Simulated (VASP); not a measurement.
# TaN (P6/mmm) in VASP: further runs

TaN is run at these levels: LDA, PBEsol+D3(BJ), r2SCAN; tasks: single point.

Everything below comes from runs of VASP 6.6.1. Logs are shortened: lines on timing, memory, paths and dates and some standing lists are left out, and cuts for length are marked.

**1. The cell of the first run**

The structure is hexagonal, space group P6/mmm (No. 191). The conventional cell has a = 5.179 Å, b = 5.179 Å, c = 2.880 Å, α = 90.00°, β = 90.00°, γ = 120.00°. Ta (site symmetry 6/mmm) has 6 N at 2.59 Å and 14 Ta at 2.88 to 3.32 Å within 3.4 Å. Ta (site symmetry -6m2) has 6 N at 2.08 Å within 2.7 Å. N (site symmetry mmm) has 6 Ta at 2.08 to 2.59 Å and 4 N at 2.59 Å within 2.7 Å.

**2. Single point, LDA**

Input file INCAR:

```
SYSTEM = TaN
  PREC = Accurate
  ENCUT = 520
  EDIFF = 1E-6
  ISMEAR = -1
  SIGMA = 0.1
  LREAL = .FALSE.
  LASPH = .TRUE.
  NELM = 80
  ALGO = Normal
  ISIF = 2
  LWAVE = .FALSE.
  LCHARG = .FALSE.
  GGA = CA
  NBANDS = 33
```

Input file KPOINTS:

```
Automatic mesh
0
G
  5 5 7
  0 0 0
```

Input file POSCAR:

```
TaN
1.0
    5.1785803477      0.0000000000      0.0000000000
   -2.5892901739      4.4847821367      0.0000000000
    0.0000000000      0.0000000000      2.8801946191
Ta N
3 3
Direct
    0.0000000000      0.0000000000      0.0000000000
    0.3333333333      0.6666666667      0.5000000000
    0.6666666667      0.3333333333      0.5000000000
    0.5000000000      0.0000000000      0.0000000000
    0.5000000000      0.5000000000      0.0000000000
    0.0000000000      0.5000000000      0.0000000000
```

Potentials or basis: VASP PAW LDA potentials, release 64 (Ta_pv, N).

On the command line:

```
> cat potpaw_LDA.64/Ta_pv/POTCAR potpaw_LDA.64/N/POTCAR > POTCAR
> mpirun -np 1 vasp_std > vasp.out
```

OUTCAR:

```text
SYSTEM = TaN
   PREC = Accurate
   ENCUT = 520
   EDIFF = 1E-6
   ISMEAR = -1
   LREAL = .FALSE.
   LASPH = .TRUE.
   NELM = 80
   ISIF = 2
   GGA = CA

 ion  position               nearest neighbor table
   1  0.000  0.000  0.000-   4 2.59   4 2.59   5 2.59   5 2.59   6 2.59   6 2.59   3 3.32   3 3.32
                             2 3.32   2 3.32   2 3.32   3 3.32   2 3.32   3 3.32   2 3.32   3 3.32
   2  0.333  0.667  0.500-   6 2.08   6 2.08   4 2.08   4 2.08   5 2.08   5 2.08   3 2.99   3 2.99
                             3 2.99   1 3.32   1 3.32   1 3.32   1 3.32   1 3.32   1 3.32
   3  0.667  0.333  0.500-   6 2.08   6 2.08   4 2.08   4 2.08   5 2.08   5 2.08   2 2.99   2 2.99
                             2 2.99   1 3.32   1 3.32   1 3.32   1 3.32   1 3.32   1 3.32
   4  0.500  0.000  0.000-   2 2.08   3 2.08   2 2.08   3 2.08   1 2.59   1 2.59
   5  0.500  0.500  0.000-   2 2.08   3 2.08   2 2.08   3 2.08   1 2.59   1 2.59
   6  0.000  0.500  0.000-   2 2.08   3 2.08   2 2.08   3 2.08   1 2.59   1 2.59

  LATTYP: Found a hexagonal cell.
 ALAT       =     5.1785803477
 C/A-ratio  =     0.5561745547

  Lattice vectors:

 A1 = (   5.1785803477,   0.0000000000,   0.0000000000)
 A2 = (  -2.5892901739,   4.4847821367,   0.0000000000)
 A3 = (   0.0000000000,   0.0000000000,   2.8801946191)

Analysis of symmetry for initial positions (statically):
=====================================================================
 Subroutine PRICEL returns:
 Original cell was already a primitive cell.

 Routine SETGRP: Setting up the symmetry group for a
 hexagonal supercell.

 Subroutine GETGRP returns: Found 24 space group operations
 (whereof 24 operations were pure point group operations)
 out of a pool of 24 trial point group operations.

The static configuration has the point symmetry D_6h.

Analysis of symmetry for dynamics (positions and initial velocities):
=====================================================================
 Subroutine PRICEL returns:
 Original cell was already a primitive cell.

 Routine SETGRP: Setting up the symmetry group for a
 hexagonal supercell.

 Subroutine GETGRP returns: Found 24 space group operations
 (whereof 24 operations were pure point group operations)
 out of a pool of 24 trial point group operations.

The dynamic configuration has the point symmetry D_6h.

 Subroutine INISYM returns: Found 24 space group operations
 (whereof 24 operations are pure point group operations),
 and found     1 'primitive' translations

----------------------------------------------------------------------------------------

                                     Primitive cell

  volume of cell :      66.8920

  direct lattice vectors                    reciprocal lattice vectors
     5.178580348  0.000000000  0.000000000     0.193103116  0.111488136  0.000000000
    -2.589290174  4.484782137  0.000000000     0.000000000  0.222976272  0.000000000
     0.000000000  0.000000000  2.880194619     0.000000000  0.000000000  0.347198760

  length of vectors
     5.178580348  5.178580348  2.880194619     0.222976272  0.222976272  0.347198760

  position of ions in fractional coordinates (direct lattice)
     0.000000000  0.000000000  0.000000000
     0.333333333  0.666666667  0.500000000
     0.666666667  0.333333333  0.500000000
     0.500000000  0.000000000  0.000000000
     0.500000000  0.500000000  0.000000000
     0.000000000  0.500000000  0.000000000

  ion indices of the primitive-cell ions
   primitive index   ion index
                 1           1
                 2           2
                 3           3
                 4           4
                 5           5
                 6           6

----------------------------------------------------------------------------------------

 KPOINTS: Automatic mesh

Automatic generation of k-mesh.
 Grid dimensions read from file:
 generate k-points for:    5    5    7

 Generating k-lattice:

  Cartesian coordinates                     Fractional coordinates (reciprocal lattice)
     0.038620623  0.022297627  0.000000000     0.200000000  0.000000000  0.000000000
     0.000000000  0.044595254  0.000000000     0.000000000  0.200000000  0.000000000
     0.000000000  0.000000000  0.049599823     0.000000000  0.000000000  0.142857143

  Length of vectors
     0.044595254  0.044595254  0.049599823

  Shift w.r.t. Gamma in fractional coordinates (k-lattice)
     0.000000000  0.000000000  0.000000000

 Subroutine IBZKPT returns following result:
 ===========================================

 Found     20 irreducible k-points:

 Following reciprocal coordinates:
            Coordinates               Weight
  0.000000  0.000000  0.000000      1.000000
  0.200000  0.000000  0.000000      6.000000
  0.400000  0.000000  0.000000      6.000000
  0.200000  0.200000  0.000000      6.000000
  0.400000  0.200000  0.000000      6.000000
  0.000000  0.000000  0.142857      2.000000
[... 12 lines left out ...]
  0.200000  0.200000  0.428571     12.000000
  0.400000  0.200000  0.428571     12.000000
   k-points           NKPTS =     20   k-points in BZ     NKDIM =     20   number of bands    NBANDS=     33
   number of dos      NEDOS =    301   number of ions     NIONS =      6
   total plane-waves  NPLWV =  38400
   dimension x,y,z NGX =    40 NGY =   40 NGZ =   24
   dimension x,y,z NGXF=    80 NGYF=   80 NGZF=   48
   ions per type =               3   3
   NGX,Y,Z   is equivalent  to a cutoff of  12.84, 12.84, 13.85 a.u.
   NGXF,Y,Z  is equivalent  to a cutoff of  25.68, 25.68, 27.71 a.u.
 SYSTEM =  TaN
   PREC   = accura    normal or accurate (medium, high low for compatibility)
   ISTART =      0    job   : 0-new  1-cont  2-samecut
   ICHARG =      2    charge: 1-file 2-atom 10-const
   ISPIN  =      1    spin polarized calculation?
   LNONCOLLINEAR =      F non collinear calculations
   LSORBIT =      F    spin-orbit coupling
   LASPH  =      T    aspherical Exc in radial PAW
   ENCUT  =  520.0 eV  38.22 Ry    6.18 a.u.   9.63  9.63  5.36*2*pi/ulx,y,z
   NELM   =     80;   NELMIN=  2; NELMDL= -5     # of ELM steps
   EDIFF  = 0.1E-05   stopping-criterion for ELM
   LREAL  =      F    real-space projection
   EDIFFG = 0.1E-04   stopping-criterion for IOM
   NSW    =      0    number of steps for IOM
   IBRION =     -1    ionic relax: 0-MD 1-quasi-New 2-CG
   NFREE  =      0    steps in history (QN), initial steepest desc. (CG)
   ISIF   =      2    stress and relaxation
   ISYM   =      2    0-nonsym 1-usesym 2-fastsym
   POTIM  = 0.5000    time-step for ionic-motion
   TEBEG  =    0.0;   TEEND  =   0.0 temperature during run
   PSTRESS=    0.0 pullay stress
   NELECT =      48.0000    total number of electrons
   NUPDOWN=      -1.0000    fix difference up-down
   EMIN   =  10.00;   EMAX   =-10.00  energy-range for DOS
   EFERMI =   0.00;   METHOD = LEGACY
   ISMEAR =    -1;   SIGMA  =   0.10  broadening in eV -4-tet -1-fermi 0-gaus
   EFERMI_NEDOS =   21; number of points for ismear=-14 and -15
   IALGO  =     38    algorithm
   IMIX   =      4    mixing-type and parameters
     AMIX     =   0.40;   BMIX     =  1.00
     AMIX_MAG =   1.60;   BMIX_MAG =  1.00
  volume/ion in A,a.u.               =      11.15        75.23
  Fermi-wavevector in a.u.,A,eV,Ry     =   1.465651  2.769679 29.227127  2.148133
  Thomas-Fermi vector in A             =   2.581483
   LORBIT       =      0    0 simple, 1 ext, 2 COOP (PROOUT), +10 PAW based schemes
   GGA     = CA    functional components
   LHFCALC =     F    Hartree Fock is set to
   AEXX    =    0.0000 exact exchange contribution
   IVDW    =     0    specifies the selected vdW correction
   LEPSILON=     F    determine dielectric tensor
   LRPA    =     F    only Hartree local field effects (RPA)
 non-spin polarized calculation
  energy-cutoff  :      520.00
  volume of cell :       66.89
 maximum number of plane-waves:      1818
 NGX is ok and might be reduce to    40
   NGX = 19   NGY = 19   NGZ = 11

 number of electron      48.0000001 magnetization

 Free energy of the ion-electron system (eV)
  ---------------------------------------------------
  ext. energy  EPLUGINS =         0.00000000
  ---------------------------------------------------
  free energy    TOTEN  =       -71.38195021 eV

  energy without entropy =      -71.35241936  energy(sigma->0) =      -71.36718479

 E-fermi :   8.3579     XC(G=0): -13.3477

 val. band max:        8.2209242704   @ k =   0.0000   0.0000   0.2857
 cond. band min:       8.4549199520   @ k =   0.2000   0.0000   0.2857
 fundamental gap:      0.2339956815
 Fermi energy:         8.3578910419

 k-point     1 :       0.0000    0.0000    0.0000
  band No.  band energies     occupation
      1     -27.7815      2.00000
      2     -27.7815      2.00000
      3     -27.3684      2.00000
      4     -27.3684      2.00000
      5     -27.1225      2.00000
      6     -27.0054      2.00000
[... 25 lines left out ...]
     32      11.5333      0.00000
     33      11.5333      0.00000

 k-point     2 :       0.2000    0.0000    0.0000
  band No.  band energies     occupation
      1     -27.8110      2.00000
      2     -27.7623      2.00000
      3     -27.3482      2.00000
      4     -27.3272      2.00000
      5     -27.1099      2.00000
      6     -27.0502      2.00000
[... 25 lines left out ...]
     32      11.6859      0.00000
     33      11.8982      0.00000
[... 610 lines left out ...]
     32      12.1591      0.00000
     33      13.6120      0.00000

 k-point    20 :       0.4000    0.2000    0.4286
  band No.  band energies     occupation
      1     -28.0336      2.00000
      2     -27.9744      2.00000
      3     -27.6636      2.00000
      4     -27.4576      2.00000
      5     -27.3328      2.00000
      6     -27.1221      2.00000
[... 25 lines left out ...]
     32      12.3086      0.00000
     33      14.1736      0.00000

------------------------ aborting loop because EDIFF is reached ----------------------------------------

  FORCE on cell =-STRESS in cart. coord.  units (eV):
  Direction    XX          YY          ZZ          XY          YZ          ZX
  --------------------------------------------------------------------------------------
  -------------------------------------------------------------------------------------
  Total        0.6539812      0.6539812      0.9797545     -0.0000000      0.0000000     -0.0000000
  in kB       15.6639729     15.6639729     23.4668034     -0.0000000      0.0000000     -0.0000000
  external PRESSURE =      18.2649164 kB  Pullay stress =       0.0000000 kB

 VOLUME and BASIS-vectors are now :
 -----------------------------------------------------------------------------
  energy-cutoff  :      520.00
  volume of cell :       66.89
      direct lattice vectors                 reciprocal lattice vectors
     5.178580348  0.000000000  0.000000000     0.193103116  0.111488136  0.000000000
    -2.589290174  4.484782137  0.000000000     0.000000000  0.222976272  0.000000000
     0.000000000  0.000000000  2.880194619     0.000000000  0.000000000  0.347198760

 POSITION                                       TOTAL-FORCE (eV/Angst)
 -----------------------------------------------------------------------------------
      0.00000      0.00000      0.00000        -0.000000      0.000000      0.000000
     -0.00000      2.98985      1.44010        -0.000000      0.000000     -0.000000
      2.58929      1.49493      1.44010         0.000000     -0.000000      0.000000
      2.58929      0.00000      0.00000        -0.000000      0.000000      0.000000
      1.29465      2.24239      0.00000        -0.000000      0.000000      0.000000
     -1.29465      2.24239      0.00000        -0.000000      0.000000      0.000000
 -----------------------------------------------------------------------------------
    total drift:                               -0.000000      0.000000     -0.000000

  FREE ENERGIE OF THE ION-ELECTRON SYSTEM (eV)
  ---------------------------------------------------
  free  energy   TOTEN  =       -71.3819502099 eV

  energy  without entropy=      -71.3524193647  energy(sigma->0) =      -71.36718479
```

Run time: 18 s. Hardware: 1 thread of Intel Xeon 6975P-C (Granite Rapids), shared host; peak memory 0.18 GiB.

What came out:

```yaml
Free_energy: -71.3820 eV
Pressure: 1.8 GPa
Band_gap_on_the_k_mesh: zero (bands 24 and 25 overlap by 2.10 eV)
```

Caveat: spin-orbit coupling is left out, which moves the levels of the heavy elements.

(Continued in part 2 of 2.)
